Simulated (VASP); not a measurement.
# NbTe (P-6m2) in VASP: notebook

The runs below take NbTe through single point, with PBE+D4, PBE.

Program: VASP 6.6.1. These are calculated values, not measurements. Logs are shortened: lines on timing, memory, paths and dates and some standing lists are left out, and cuts for length are marked.

## Step 1: The cell of the first run

It takes space group P-6m2 (No. 187, hexagonal). Conventional cell: a = 3.703 Å, b = 3.703 Å, c = 3.694 Å, α = 90.00°, β = 90.00°, γ = 120.00°. Within 3.7 Å of Nb (site symmetry -6m2) lie 6 Te at 2.83 Å and 2 Nb at 3.69 Å. Te (site symmetry -6m2) has 6 Nb at 2.83 Å and 2 Te at 3.69 Å within 3.7 Å.

## Step 2: Single point, PBE+D4

Contents of INCAR:

```
SYSTEM = NbTe
PREC = Accurate
ENCUT = 520
EDIFF = 1E-7
ISMEAR = -1
SIGMA = 0.1
LREAL = .FALSE.
LASPH = .TRUE.
NELM = 100
ALGO = Normal
ISIF = 2
LWAVE = .FALSE.
LCHARG = .FALSE.
GGA = PE
IVDW = 13
NBANDS = 16
```

Contents of KPOINTS:

```
Automatic mesh
0
G
  8 8 7
  0 0 0
```

Contents of POSCAR:

```
NbTe
1.0
    3.7029740000      0.0000000000      0.0000000000
   -1.8514870000      3.2068700000      0.0000000000
    0.0000000000      0.0000000000      3.6942110000
Nb Te
1 1
Direct
    0.0000000000      0.0000000000      0.5000000000
    0.6666666667      0.3333333333      0.0000000000
```

Potentials or basis: VASP PAW PBE potentials, release 64 (Nb_sv, Te).

Run with:

```sh
$ cat potpaw_PBE.64/Nb_sv/POTCAR potpaw_PBE.64/Te/POTCAR > POTCAR
$ mpirun -np 1 vasp_std > vasp.out
```

OUTCAR:

```text
SYSTEM = NbTe
   PREC = Accurate
   ENCUT = 520
   EDIFF = 1E-7
   ISMEAR = -1
   LREAL = .FALSE.
   LASPH = .TRUE.
   NELM = 100
   ISIF = 2
   GGA = PE
   IVDW = 13

 ion  position               nearest neighbor table
   1  0.000  0.000  0.500-   2 2.83   2 2.83   2 2.83   2 2.83   2 2.83   2 2.83
   2  0.667  0.333  0.000-   1 2.83   1 2.83   1 2.83   1 2.83   1 2.83   1 2.83

  LATTYP: Found a hexagonal cell.
 ALAT       =     3.7029740000
 C/A-ratio  =     0.9976335238

  Lattice vectors:

 A1 = (   3.7029740000,   0.0000000000,   0.0000000000)
 A2 = (  -1.8514870000,   3.2068700000,   0.0000000000)
 A3 = (   0.0000000000,   0.0000000000,   3.6942110000)

Analysis of symmetry for initial positions (statically):
=====================================================================
 Subroutine PRICEL returns:
 Original cell was already a primitive cell.

 Routine SETGRP: Setting up the symmetry group for a
 hexagonal supercell.

 Subroutine GETGRP returns: Found 12 space group operations
 (whereof 12 operations were pure point group operations)
 out of a pool of 24 trial point group operations.

The static configuration has the point symmetry D_3h.

Analysis of symmetry for dynamics (positions and initial velocities):
=====================================================================
 Subroutine PRICEL returns:
 Original cell was already a primitive cell.

 Routine SETGRP: Setting up the symmetry group for a
 hexagonal supercell.

 Subroutine GETGRP returns: Found 12 space group operations
 (whereof 12 operations were pure point group operations)
 out of a pool of 24 trial point group operations.

The dynamic configuration has the point symmetry D_3h.

 Subroutine INISYM returns: Found 12 space group operations
 (whereof 12 operations are pure point group operations),
 and found     1 'primitive' translations

----------------------------------------------------------------------------------------

                                     Primitive cell

  volume of cell :      43.8686

  direct lattice vectors                    reciprocal lattice vectors
     3.702974000  0.000000000  0.000000000     0.270053206  0.155915269  0.000000000
    -1.851487000  3.206870000  0.000000000     0.000000000  0.311830539  0.000000000
     0.000000000  0.000000000  3.694211000     0.000000000  0.000000000  0.270693796

  length of vectors
     3.702974000  3.702974387  3.694211000     0.311830571  0.311830539  0.270693796

  position of ions in fractional coordinates (direct lattice)
     0.000000000  0.000000000  0.500000000
     0.666666667  0.333333333  0.000000000

  ion indices of the primitive-cell ions
   primitive index   ion index
                 1           1
                 2           2

----------------------------------------------------------------------------------------

 KPOINTS: Automatic mesh

Automatic generation of k-mesh.
 Grid dimensions read from file:
 generate k-points for:    8    8    7

 Generating k-lattice:

  Cartesian coordinates                     Fractional coordinates (reciprocal lattice)
     0.033756651  0.019489409  0.000000000     0.125000000  0.000000000  0.000000000
     0.000000000  0.038978817  0.000000000     0.000000000  0.125000000  0.000000000
     0.000000000  0.000000000  0.038670542     0.000000000  0.000000000  0.142857143

  Length of vectors
     0.038978821  0.038978817  0.038670542

  Shift w.r.t. Gamma in fractional coordinates (k-lattice)
     0.000000000  0.000000000  0.000000000

 Subroutine IBZKPT returns following result:
 ===========================================

 Found     40 irreducible k-points:

 Following reciprocal coordinates:
            Coordinates               Weight
  0.000000  0.000000  0.000000      1.000000
  0.125000  0.000000  0.000000      6.000000
  0.250000  0.000000  0.000000      6.000000
  0.375000  0.000000  0.000000      6.000000
  0.500000  0.000000  0.000000      3.000000
  0.125000  0.125000  0.000000      6.000000
[... 16 lines left out ...]
  0.250000  0.000000  0.285714     12.000000
  0.375000  0.000000  0.285714     12.000000
 [... further k-points ...]
   k-points           NKPTS =     40   k-points in BZ     NKDIM =     40   number of bands    NBANDS=     16
   number of dos      NEDOS =    301   number of ions     NIONS =      2
   total plane-waves  NPLWV =  21952
   dimension x,y,z NGX =    28 NGY =   28 NGZ =   28
   dimension x,y,z NGXF=    56 NGYF=   56 NGZF=   56
   ions per type =               1   1
   NGX,Y,Z   is equivalent  to a cutoff of  12.57, 12.57, 12.60 a.u.
   NGXF,Y,Z  is equivalent  to a cutoff of  25.14, 25.14, 25.20 a.u.
 SYSTEM =  NbTe
   PREC   = accura    normal or accurate (medium, high low for compatibility)
   ISTART =      0    job   : 0-new  1-cont  2-samecut
   ICHARG =      2    charge: 1-file 2-atom 10-const
   ISPIN  =      1    spin polarized calculation?
   LNONCOLLINEAR =      F non collinear calculations
   LSORBIT =      F    spin-orbit coupling
   LASPH  =      T    aspherical Exc in radial PAW
   ENCUT  =  520.0 eV  38.22 Ry    6.18 a.u.   6.89  6.89  6.87*2*pi/ulx,y,z
   NELM   =    100;   NELMIN=  2; NELMDL= -5     # of ELM steps
   EDIFF  = 0.1E-06   stopping-criterion for ELM
   LREAL  =      F    real-space projection
   EDIFFG = 0.1E-05   stopping-criterion for IOM
   NSW    =      0    number of steps for IOM
   IBRION =     -1    ionic relax: 0-MD 1-quasi-New 2-CG
   NFREE  =      0    steps in history (QN), initial steepest desc. (CG)
   ISIF   =      2    stress and relaxation
   ISYM   =      2    0-nonsym 1-usesym 2-fastsym
   POTIM  = 0.5000    time-step for ionic-motion
   TEBEG  =    0.0;   TEEND  =   0.0 temperature during run
   PSTRESS=    0.0 pullay stress
   NELECT =      19.0000    total number of electrons
   NUPDOWN=      -1.0000    fix difference up-down
   EMIN   =  10.00;   EMAX   =-10.00  energy-range for DOS
   EFERMI =   0.00;   METHOD = LEGACY
   ISMEAR =    -1;   SIGMA  =   0.10  broadening in eV -4-tet -1-fermi 0-gaus
   EFERMI_NEDOS =   21; number of points for ismear=-14 and -15
   IALGO  =     38    algorithm
   IMIX   =      4    mixing-type and parameters
     AMIX     =   0.40;   BMIX     =  1.00
     AMIX_MAG =   1.60;   BMIX_MAG =  1.00
  volume/ion in A,a.u.               =      21.93       148.02
  Fermi-wavevector in a.u.,A,eV,Ry     =   1.238630  2.340671 20.874103  1.534203
  Thomas-Fermi vector in A             =   2.373147
   LORBIT       =      0    0 simple, 1 ext, 2 COOP (PROOUT), +10 PAW based schemes
   GGA     = PE    functional components
   LHFCALC =     F    Hartree Fock is set to
   AEXX    =    0.0000 exact exchange contribution
   IVDW    =    13    specifies the selected vdW correction
   LEPSILON=     F    determine dielectric tensor
   LRPA    =     F    only Hartree local field effects (RPA)
 non-spin polarized calculation
  energy-cutoff  :      520.00
  volume of cell :       43.87
 maximum number of plane-waves:      1190
 NGX is ok and might be reduce to    28
   NGX = 13   NGY = 13   NGZ = 13

 number of electron      18.9999998 magnetization

 Free energy of the ion-electron system (eV)
  ---------------------------------------------------
  ext. energy  EPLUGINS =         0.00000000
  ---------------------------------------------------
  free energy    TOTEN  =       -13.65737509 eV

  energy without entropy =      -13.61142850  energy(sigma->0) =      -13.63440179

 E-fermi :  11.0177     XC(G=0): -11.2769

 val. band max:       10.9881799206   @ k =   0.2500   0.0000   0.0000
 cond. band min:      11.0469180078   @ k =   0.1250   0.0000   0.2857
 fundamental gap:      0.0587380872
 Fermi energy:        11.0177471008

 k-point     1 :       0.0000    0.0000    0.0000
  band No.  band energies     occupation
      1     -44.5656      2.00000
      2     -20.7581      2.00000
      3     -20.5674      2.00000
      4     -20.5674      2.00000
      5      -3.2120      2.00000
      6       7.8805      2.00000
[... 8 lines left out ...]
     15      16.9480      0.00000
     16      18.0364      0.00000

 k-point     2 :       0.1250    0.0000    0.0000
  band No.  band energies     occupation
      1     -44.5643      2.00000
      2     -20.7549      2.00000
      3     -20.5871      2.00000
      4     -20.5720      2.00000
      5      -3.0241      2.00000
      6       7.0874      2.00000
[... 8 lines left out ...]
     15      16.8239      0.00000
     16      18.8020      0.00000

 k-point     3 :       0.2500    0.0000    0.0000
  band No.  band energies     occupation
      1     -44.5612      2.00000
      2     -20.7470      2.00000
      3     -20.6342      2.00000
      4     -20.5832      2.00000
      5      -2.5132      2.00000
      6       5.6977      2.00000
[... 8 lines left out ...]
     15      17.8765      0.00000
     16      19.3679      0.00000

 k-point     4 :       0.3750    0.0000    0.0000
  band No.  band energies     occupation
      1     -44.5581      2.00000
      2     -20.7391      2.00000
      3     -20.6808      2.00000
      4     -20.5944      2.00000
      5      -1.8763      2.00000
      6       4.4052      2.00000
[... 8 lines left out ...]
     15      17.4639      0.00000
     16      19.6620      0.00000
[... 324 lines left out ...]
 k-point    22 :       0.1250    0.0000    0.2857
  band No.  band energies     occupation
      1     -44.5612      2.00000
      2     -20.8227      2.00000
      3     -20.5800      2.00000
      4     -20.5656      2.00000
      5      -2.3527      2.00000
      6       5.0459      2.00000
[... 8 lines left out ...]
     15      17.6566      0.00000
     16      19.1026      0.00000

 k-point    23 :       0.2500    0.0000    0.2857
  band No.  band energies     occupation
      1     -44.5581      2.00000
      2     -20.8117      2.00000
      3     -20.6246      2.00000
      4     -20.5758      2.00000
      5      -1.9840      2.00000
      6       5.2848      2.00000
[... 8 lines left out ...]
     15      17.8160      0.00000
     16      19.4990      0.00000

 k-point    24 :       0.3750    0.0000    0.2857
  band No.  band energies     occupation
      1     -44.5551      2.00000
      2     -20.8005      2.00000
      3     -20.6688      2.00000
      4     -20.5860      2.00000
      5      -1.5430      2.00000
      6       4.8032      2.00000
[... 8 lines left out ...]
     15      17.3048      0.00000
     16      19.6428      0.00000

 [... further k-points ...]

------------------------ aborting loop because EDIFF is reached ----------------------------------------

  DFT-D4 for vdW energy calculation

  Edisp (eV):   -0.95406

  FORCE on cell =-STRESS in cart. coord.  units (eV):
  Direction    XX          YY          ZZ          XY          YZ          ZX
  --------------------------------------------------------------------------------------
  -------------------------------------------------------------------------------------
  Total      -1.13867    -1.13867    -1.03158     0.00000    -0.00000    -0.00000
  in kB     -41.58659   -41.58661   -37.67543     0.00000    -0.00000    -0.00000
  external pressure =      -40.28 kB  Pullay stress =        0.00 kB

 VOLUME and BASIS-vectors are now :
 -----------------------------------------------------------------------------
  energy-cutoff  :      520.00
  volume of cell :       43.87
      direct lattice vectors                 reciprocal lattice vectors
     3.702974000  0.000000000  0.000000000     0.270053206  0.155915269  0.000000000
    -1.851487000  3.206870000  0.000000000     0.000000000  0.311830539  0.000000000
     0.000000000  0.000000000  3.694211000     0.000000000  0.000000000  0.270693796

 POSITION                                       TOTAL-FORCE (eV/Angst)
 -----------------------------------------------------------------------------------
      0.00000      0.00000      1.84711        -0.000000      0.000000      0.000000
      1.85149      1.06896      0.00000         0.000000      0.000000      0.000000
 -----------------------------------------------------------------------------------
    total drift:                               -0.000000     -0.000007     -0.000000

  FREE ENERGIE OF THE ION-ELECTRON SYSTEM (eV)
  ---------------------------------------------------
  free  energy   TOTEN  =       -14.6114309584 eV

  energy  without entropy=      -14.5654843608  energy(sigma->0) =      -14.58845766
```

Run time: 24 s. Hardware: 1 thread of Intel Xeon Platinum 8375C at 2.90GHz (Ice Lake), shared host; peak memory 0.17 GiB.

What came out:

```
Free energy                : -14.6114 eV
Pressure                   : -4.0 GPa
Dispersion energy per atom : -0.477 eV
```

Caveat: spin-orbit coupling is left out, which moves the levels of the heavy elements; pairwise dispersion overbinds metals, which lowers pressure and volume.

## Step 3: Single point, PBE

Contents of INCAR:

```
  ALGO = Normal
  EDIFF = 1E-6
  ENCUT = 520
  GGA = PE
  ISIF = 2
  ISMEAR = -1
  LASPH = T
  LCHARG = F
  LREAL = F
  LWAVE = F
  NBANDS = 16
  NELM = 60
  PREC = Accurate
  SIGMA = 0.1
```

Contents of KPOINTS:

```
k-points
0
Gamma
  8 8 7
```

POSCAR is that of step 2.

Potentials or basis: VASP PAW PBE potentials, release 64 (Nb_sv, Te).

Run with:

```sh
$ cat potpaw_PBE.64/Nb_sv/POTCAR potpaw_PBE.64/Te/POTCAR > POTCAR
$ mpirun -np 1 vasp_std > vasp.out
```

Wall time 23 s (1 thread of Intel Xeon Platinum 8375C at 2.90GHz (Ice Lake), shared host); peak memory 0.17 GiB.

Results (log left out):

| Quantity | Value |
| --- | --- |
| Free energy | -13.6574 eV |
| Pressure | -0.7 GPa |

Stress tensor (GPa, compression positive):
```
-0.88  0.00  0.00
 0.00 -0.88  0.00
 0.00  0.00 -0.38
```

Levels at points of the mesh, in eV from the Fermi level:
| k point | band 8 | band 9 | band 10 | band 11 | band 12 | band 13 |
| --- | --- | --- | --- | --- | --- | --- |
| (0.00, 0.00, 0.00) | -2.98 | -2.33 | 0.14 | 0.14 | 2.45 | 2.45 |
| (0.50, 0.00, 0.00) | -2.62 | -2.59 | -0.19 | 1.24 | 1.50 | 3.03 |

Caveat: spin-orbit coupling is left out, which moves the levels of the heavy elements.

## Step 4: Single point, PBE

Contents of INCAR:

```
SYSTEM = NbTe
ALGO     = Normal         ! electronic algorithm
EDIFF    = 1E-6           ! SCF threshold, eV
ENCUT    = 520            ! plane-wave cutoff, eV
GGA      = PE             ! functional
ISIF     = 2              ! what is computed and relaxed
ISMEAR   = -1             ! smearing method
LASPH    = .True.         ! aspherical terms in the spheres
LCHARG   = .False.        ! write CHGCAR
LREAL    = .False.        ! projectors in reciprocal space
LWAVE    = .False.        ! write WAVECAR
NBANDS   = 16             ! bands
NELM     = 80             ! most SCF steps
PREC     = Accurate       ! precision mode
SIGMA    = 0.1            ! smearing width, eV
```

Contents of KPOINTS:

```
k-points
0
Gamma
  8 8 7
  0 0 0
```

POSCAR is that of step 3.

Run with:

```sh
$ cat potpaw_PBE.64/Nb_sv/POTCAR potpaw_PBE.64/Te/POTCAR > POTCAR
$ mpirun -np 1 vasp_std > vasp.out
```

Wall time 29 s (1 thread of Intel Xeon Platinum 8375C at 2.90GHz (Ice Lake), shared host); peak memory 0.17 GiB.

It converged, with:

```yaml
Free_energy: -13.6574 eV
Pressure: -0.7 GPa
```

Stress tensor (GPa, compression positive):
```
-0.88  0.00  0.00
 0.00 -0.88  0.00
 0.00  0.00 -0.38
```

Levels at points of the mesh, in eV from the Fermi level:
| k point | band 7 | band 8 | band 9 | band 10 | band 11 | band 12 | band 13 | band 14 |
| --- | --- | --- | --- | --- | --- | --- | --- | --- |
| (0.00, 0.00, 0.00) | -3.14 | -2.98 | -2.33 | 0.14 | 0.14 | 2.45 | 2.45 | 2.87 |
| (0.50, 0.00, 0.00) | -3.82 | -2.62 | -2.59 | -0.19 | 1.24 | 1.50 | 3.03 | 3.83 |

Caveat: spin-orbit coupling is left out, which moves the levels of the heavy elements.
